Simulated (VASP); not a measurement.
W3S, 4 atoms in the cell. The cell holds a slab with vacuum, 4 atoms: a = 2.855 Å, b = 2.855 Å, c = 19.445 Å, α = 90.00°, β = 90.00°, γ = 90.00°. 

| Item | Value |
| --- | --- |
| Program | VASP 6.6.1 |
| Task | single point |
| Functional | PBE |
| Potentials or basis | VASP PAW PBE potentials, release 64 (W_sv, S) |
| Cutoff | 520 eV |
| k mesh | 9 × 9 × 1 |
| Occupations | gaussian, width 0.1 eV |
| Spin | no spin polarisation |
| Dipole correction | yes |
| Further INCAR settings | ALGO = Normal; EDIFF = 1e-06; NBANDS = 32 |

Potentials or basis: VASP PAW PBE potentials, release 64 (W_sv, S).

Launch:

```sh
$ cat potpaw_PBE.64/W_sv/POTCAR potpaw_PBE.64/S/POTCAR > POTCAR
$ mpirun -np 1 vasp_std > vasp.out
```

Hardware: 1 thread of Intel(R) Xeon(R) 6975P-C (Granite Rapids) (shared host).

Question: Estimate the wall time of this run.

Answer: Wall time 100 s on 1 thread of Intel(R) Xeon(R) 6975P-C (Granite Rapids) (shared host), peak memory 0.33 GiB. Counts: scf iterations 27, k points 25.
